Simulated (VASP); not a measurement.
# Re (Fm-3m) in VASP: further runs, part 2 of 2

VASP 6.6.1. The steps go on from the part before.

## 3. Single point, HSE06

This run uses another cell than the first one, of 14.31 Å³/atom.

Input file POSCAR:

```
Re
1.0
    0.0000000000      1.9267732421      1.9267732421
    1.9267732421      0.0000000000      1.9267732421
    1.9267732421      1.9267732421      0.0000000000
Re
1
Direct
    0.0000000000      0.0000000000      0.0000000000
```

Input file INCAR.step1:

```
PREC = Accurate ; ENCUT = 410
EDIFF = 1E-5 ; ISMEAR = -1
SIGMA = 0.1 ; LREAL = False
LASPH = True ; NELM = 120
ALGO = Normal ; ISIF = 2
LWAVE = True ; LCHARG = False
NBANDS = 14 ; GGA = PE
GGA_COMPAT = False
```

Input file INCAR.step2:

```
PREC = Accurate ; ENCUT = 410
EDIFF = 1E-6 ; ISMEAR = -1
SIGMA = 0.1 ; LREAL = False
LASPH = True ; NELM = 120
ALGO = Normal ; ISIF = 2
LWAVE = False ; LCHARG = False
GGA = PE ; LHFCALC = True
HFSCREEN = 0.2079 ; PRECFOCK = Normal
NBANDS = 14 ; ISTART = 1
GGA_COMPAT = False
```

Input file KPOINTS:

```
Automatic mesh
0
Gamma
  6 6 6
```

Potentials or basis: VASP PAW PBE potentials, release 64 (Re_sv_GW).

Launch:

```bash
> cat potpaw_PBE.64/Re_sv_GW/POTCAR > POTCAR
> cp INCAR.step1 INCAR
> mpirun -np 1 vasp_std > vasp.out
> cp INCAR.step2 INCAR
> mpirun -np 1 vasp_std > vasp.out
```

OUTCAR:

```text
PREC = Accurate
   ENCUT = 410
   EDIFF = 1E-6
   ISMEAR = -1
   LREAL = False
   LASPH = True
   NELM = 120
   ISIF = 2
   GGA = PE
   LHFCALC = True
   HFSCREEN = 0.2079
   PRECFOCK = Normal
   ISTART = 1

 ion  position               nearest neighbor table
   1  0.000  0.000  0.000-

  LATTYP: Found a face centered cubic cell.
 ALAT       =     3.8535464842

  Lattice vectors:

 A1 = (   0.0000000000,   1.9267732421,   1.9267732421)
 A2 = (   1.9267732421,   0.0000000000,   1.9267732421)
 A3 = (   1.9267732421,   1.9267732421,   0.0000000000)

Analysis of symmetry for initial positions (statically):
=====================================================================
 Subroutine PRICEL returns:
 Original cell was already a primitive cell.

 Routine SETGRP: Setting up the symmetry group for a
 face centered cubic supercell.

 Subroutine GETGRP returns: Found 48 space group operations
 (whereof 48 operations were pure point group operations)
 out of a pool of 48 trial point group operations.

The static configuration has the point symmetry O_h .

Analysis of symmetry for dynamics (positions and initial velocities):
=====================================================================
 Subroutine PRICEL returns:
 Original cell was already a primitive cell.

 Routine SETGRP: Setting up the symmetry group for a
 face centered cubic supercell.

 Subroutine GETGRP returns: Found 48 space group operations
 (whereof 48 operations were pure point group operations)
 out of a pool of 48 trial point group operations.

The dynamic configuration has the point symmetry O_h .

 Subroutine INISYM returns: Found 48 space group operations
 (whereof 48 operations are pure point group operations),
 and found     1 'primitive' translations

----------------------------------------------------------------------------------------

[... 115 lines left out ...]
   HFSCREENC=   0.2079 screening length for correlation (either q_TF or 0.3 A-1)
   ENCUTFOCK=  -1.0 apply spherical cutoff to Coloumb kernel
   IVDW    =     0    specifies the selected vdW correction
   LEPSILON=     F    determine dielectric tensor
   LRPA    =     F    only Hartree local field effects (RPA)
 non-spin polarized calculation
  energy-cutoff  :      410.00
  volume of cell :       14.31
 maximum number of plane-waves:       283
 NGX is ok and might be reduce to    18
  NGX = 14; NGY = 14; NGZ = 14

 number of electron      15.0000002 magnetization

 Free energy of the ion-electron system (eV)
  ---------------------------------------------------
  ext. energy  EPLUGINS =         0.00000000
  ---------------------------------------------------
  free energy    TOTEN  =       -15.47736713 eV

  energy without entropy =      -15.46518343  energy(sigma->0) =      -15.47127528

 E-fermi :  13.3526     XC(G=0): -11.6800

 val. band max:       12.9504695008   @ k =   0.3333   0.1667   0.0000
 cond. band min:      13.3832948346   @ k =   0.1667   0.1667   0.0000
 fundamental gap:      0.4328253338
 Fermi energy:        13.3526129347

 k-point     1 :       0.0000    0.0000    0.0000
  band No.  band energies     occupation
      1     -70.8775      2.00000
      2     -30.4619      2.00000
      3     -30.4619      2.00000
      4     -30.4619      2.00000
      5       1.9218      2.00000
      6      11.0657      2.00000
      7      11.0657      2.00000
      8      11.0657      2.00000
      9      15.4302      0.00000
     10      15.4303      0.00000
     11      27.4085      0.00000
     12      33.4272      0.00000
     13      33.4272      0.00000
     14      33.4272      0.00000
[... 241 lines left out ...]
      1     -70.6545      2.00000
      2     -31.7032      2.00000
      3     -31.2518      2.00000
      4     -31.0402      2.00000
      5       6.9916      2.00000
      6       7.8451      2.00000
      7      11.8744      2.00000
      8      15.2681      0.00000
      9      18.9738      0.00000
     10      23.5333      0.00000
     11      25.1926      0.00000
     12      26.4584      0.00000
     13      30.4659      0.00000
     14      40.9042      0.00000

------------------------ aborting loop because EDIFF is reached ----------------------------------------

  FORCE on cell =-STRESS in cart. coord.  units (eV):
  Direction    XX          YY          ZZ          XY          YZ          ZX
  --------------------------------------------------------------------------------------
  -------------------------------------------------------------------------------------
  Total        0.0904898      0.0904898      0.0904898      0.0000000     -0.0000000      0.0000000
  in kB       10.1341745     10.1341745     10.1341745      0.0000000     -0.0000000      0.0000000
  external PRESSURE =      10.1341745 kB  Pullay stress =       0.0000000 kB

 VOLUME and BASIS-vectors are now :
 -----------------------------------------------------------------------------
  energy-cutoff  :      410.00
  volume of cell :       14.31
      direct lattice vectors                 reciprocal lattice vectors
     0.000000000  1.926773242  1.926773242    -0.259501216  0.259501216  0.259501216
     1.926773242  0.000000000  1.926773242     0.259501216 -0.259501216  0.259501216
     1.926773242  1.926773242  0.000000000     0.259501216  0.259501216 -0.259501216

 POSITION                                       TOTAL-FORCE (eV/Angst)
 -----------------------------------------------------------------------------------
      0.00000      0.00000      0.00000         0.000000      0.000000      0.000000
 -----------------------------------------------------------------------------------
    total drift:                                0.000000      0.000000      0.000000

  FREE ENERGIE OF THE ION-ELECTRON SYSTEM (eV)
  ---------------------------------------------------
  free  energy   TOTEN  =       -15.4773671272 eV

  energy  without entropy=      -15.4651834321  energy(sigma->0) =      -15.47127528
```

OSZICAR.step1:

```text
N       E                     dE             d eps       ncg     rms          rms(c)
DAV:   1     0.516791757868E+02    0.51679E+02   -0.85676E+03   500   0.919E+02
DAV:   2    -0.141402614107E+02   -0.65819E+02   -0.61731E+02   598   0.253E+02
DAV:   3    -0.149629665791E+02   -0.82271E+00   -0.82167E+00   490   0.248E+01
DAV:   4    -0.149641838351E+02   -0.12173E-02   -0.12172E-02   520   0.125E+00
DAV:   5    -0.149641875634E+02   -0.37283E-05   -0.37273E-05   484   0.560E-02    0.149E+02
DAV:   6    -0.141299065593E+02    0.83428E+00   -0.78856E-01   472   0.891E+00    0.812E+01
DAV:   7    -0.139964662380E+02    0.13344E+00   -0.53950E-01   478   0.701E+00    0.381E+00
DAV:   8    -0.139777646919E+02    0.18702E-01   -0.56889E-02   460   0.252E+00    0.161E+00
DAV:   9    -0.139777739091E+02   -0.92172E-05   -0.94401E-04   508   0.319E-01    0.115E+00
DAV:  10    -0.139777645678E+02    0.93413E-05   -0.53367E-05   490   0.788E-02
   1 F= -.13977765E+02 E0= -.13963802E+02  d E =-.279243E-01
```

Run time: 17 min. Hardware: 1 thread of AMD EPYC 7R13 (Zen 3), shared host; peak memory 0.2 GiB.

Results:

| Item | Value |
| --- | --- |
| Free energy | -15.4774 eV |
| Pressure | 1.0 GPa |
| Band gap on the k mesh | zero (an odd number of electrons rules out a gap without spin polarisation) |

Levels at points of the mesh, in eV from the Fermi level:
| k point | band 5 | band 6 | band 7 | band 8 | band 9 | band 10 |
| --- | --- | --- | --- | --- | --- | --- |
| (0.00, 0.00, 0.00) | -11.43 | -2.29 | -2.29 | -2.29 | 2.08 | 2.08 |
| (0.50, 0.00, 0.00) | -7.93 | -2.37 | -2.37 | 0.24 | 4.87 | 4.87 |
| (0.50, 0.50, 0.00) | -7.79 | -6.98 | 3.16 | 5.01 | 5.60 | 5.60 |

Caveat: the k points lie up to 0.47 Å⁻¹ apart, too coarse for converged energies and pressures of a metal; the PAW data sets were made with another functional, which shifts forces and pressure a little; spin-orbit coupling is left out, which moves the levels of the heavy elements.

## 4. Single point, HSE06

This run uses another cell than the first one, of 13.85 Å³/atom.

Input file POSCAR:

```
Re
1.0
    0.0000000000      1.9062740994      1.9062740994
    1.9062740994      0.0000000000      1.9062740994
    1.9062740994      1.9062740994      0.0000000000
Re
1
Direct
    0.0000000000      0.0000000000      0.0000000000
```

Input file INCAR.step1:

```
ALGO = Normal
EDIFF = 1E-5
ENCUT = 410
GGA = PE
GGA_COMPAT = False
ISIF = 2
ISMEAR = -1
LASPH = True
LCHARG = False
LREAL = False
LWAVE = True
NBANDS = 14
NELM = 120
PREC = Accurate
SIGMA = 0.1
```

Input file INCAR.step2:

```
ALGO = Normal
EDIFF = 1E-6
ENCUT = 410
GGA = PE
GGA_COMPAT = False
HFSCREEN = 0.2079
ISIF = 2
ISMEAR = -1
ISTART = 1
LASPH = True
LCHARG = False
LHFCALC = True
LREAL = False
LWAVE = False
NBANDS = 14
NELM = 120
PREC = Accurate
PRECFOCK = Normal
SIGMA = 0.1
```

Input file KPOINTS:

```
k-points
0
Gamma
  6 6 6
```

Launch:

```bash
> cat potpaw_PBE.64/Re_sv_GW/POTCAR > POTCAR
> cp INCAR.step1 INCAR
> mpirun -np 1 vasp_std > vasp.out
> cp INCAR.step2 INCAR
> mpirun -np 1 vasp_std > vasp.out
```

Wall time 8.6 min (1 thread of Intel Xeon 6975P-C (Granite Rapids), shared host); peak memory 0.22 GiB.

Results (log left out):

- Free energy: -15.4383 eV
- Pressure: 15.9 GPa
- Band gap on the k mesh: zero (an odd number of electrons rules out a gap without spin polarisation)

Levels at points of the mesh, in eV from the Fermi level:
| k point | band 5 | band 6 | band 7 | band 8 | band 9 | band 10 |
| --- | --- | --- | --- | --- | --- | --- |
| (0.00, 0.00, 0.00) | -11.63 | -2.37 | -2.37 | -2.37 | 2.17 | 2.17 |
| (0.50, 0.00, 0.00) | -8.16 | -2.47 | -2.47 | 0.35 | 5.11 | 5.11 |
| (0.50, 0.50, 0.00) | -8.09 | -7.25 | 3.37 | 5.25 | 5.88 | 5.88 |

Caveat: the k points lie up to 0.48 Å⁻¹ apart, too coarse for converged energies and pressures of a metal; the PAW data sets were made with another functional, which shifts forces and pressure a little; spin-orbit coupling is left out, which moves the levels of the heavy elements.

## 5. Single point, HSE06

This run uses another cell than the first one, of 15.21 Å³/atom.

Input file POSCAR:

```
Re
1.0
    0.0000000000      1.9665116757      1.9665116757
    1.9665116757      0.0000000000      1.9665116757
    1.9665116757      1.9665116757      0.0000000000
Re
1
Direct
    0.0000000000      0.0000000000      0.0000000000
```

Input file INCAR.step1:

```
PREC = Accurate
ENCUT = 410
EDIFF = 1E-5
ISMEAR = -1
SIGMA = 0.1
LREAL = F
LASPH = T
NELM = 120
ALGO = Normal
ISIF = 2
LWAVE = T
LCHARG = F
GGA = PE
NBANDS = 14
GGA_COMPAT = F
```

Input file INCAR.step2:

```
PREC = Accurate
ENCUT = 410
EDIFF = 1E-6
ISMEAR = -1
SIGMA = 0.1
LREAL = F
LASPH = T
NELM = 120
ALGO = Normal
ISIF = 2
LWAVE = F
LCHARG = F
GGA = PE
LHFCALC = T
HFSCREEN = 0.2079
PRECFOCK = Normal
ISTART = 1
NBANDS = 14
GGA_COMPAT = F
```

Input file KPOINTS:

```
Automatic mesh
0
Gamma
  6 6 6
```

Launch:

```bash
> cat potpaw_PBE.64/Re_sv_GW/POTCAR > POTCAR
> cp INCAR.step1 INCAR
> mpirun -np 1 vasp_std > vasp.out
> cp INCAR.step2 INCAR
> mpirun -np 1 vasp_std > vasp.out
```

Wall time 21 min (1 thread of Intel Xeon Platinum 8375C at 2.90GHz (Ice Lake), shared host); peak memory 0.22 GiB.

The run converged. Its results:

- Free energy: -15.4456 eV
- Pressure: -22.0 GPa
- Band gap on the k mesh: zero (an odd number of electrons rules out a gap without spin polarisation)

Levels at points of the mesh, in eV from the Fermi level:
| k point | band 3 | band 4 | band 5 | band 6 | band 7 | band 8 | band 9 | band 10 | band 11 | band 12 |
| --- | --- | --- | --- | --- | --- | --- | --- | --- | --- | --- |
| (0.00, 0.00, 0.00) | -43.98 | -43.98 | -11.00 | -2.13 | -2.13 | -2.13 | 1.92 | 1.92 | 14.04 | 19.72 |
| (0.50, 0.00, 0.00) | -44.15 | -44.15 | -7.47 | -2.18 | -2.18 | 0.07 | 4.46 | 4.46 | 10.66 | 13.65 |
| (0.50, 0.50, 0.00) | -44.44 | -44.44 | -7.23 | -6.48 | 2.82 | 4.59 | 5.09 | 5.09 | 12.85 | 12.85 |

Caveat: the k points lie up to 0.46 Å⁻¹ apart, too coarse for converged energies and pressures of a metal; the PAW data sets were made with another functional, which shifts forces and pressure a little; spin-orbit coupling is left out, which moves the levels of the heavy elements.

## 6. The runs side by side

```tsv
cell	gap on the mesh (eV)	pressure (GPa)
a = 2.753 Å, angles 60.0°, 1 atom	none	-11.5
a = 2.725 Å, angles 60.0°, 1 atom	none	1.0
a = 2.696 Å, angles 60.0°, 1 atom	none	15.9
a = 2.781 Å, angles 60.0°, 1 atom	none	-22.0
```

Alike in all rows: task single point; level HSE06; potentials or basis VASP PAW PBE potentials, release 64 (Re_sv_GW); no spin polarisation; k mesh 6 × 6 × 6; cutoff (eV) 410; smearing fermi-dirac 0.1 eV.

Caveats: all runs use coarse meshes; the PAW data sets were made with another functional, which shifts forces and pressure a little; spin-orbit coupling is left out, which moves the levels of the heavy elements.

Absolute energies hang on the potentials; compare differences alone.

The gap in the log of VASP goes by the Fermi energy; the results here count the filled bands.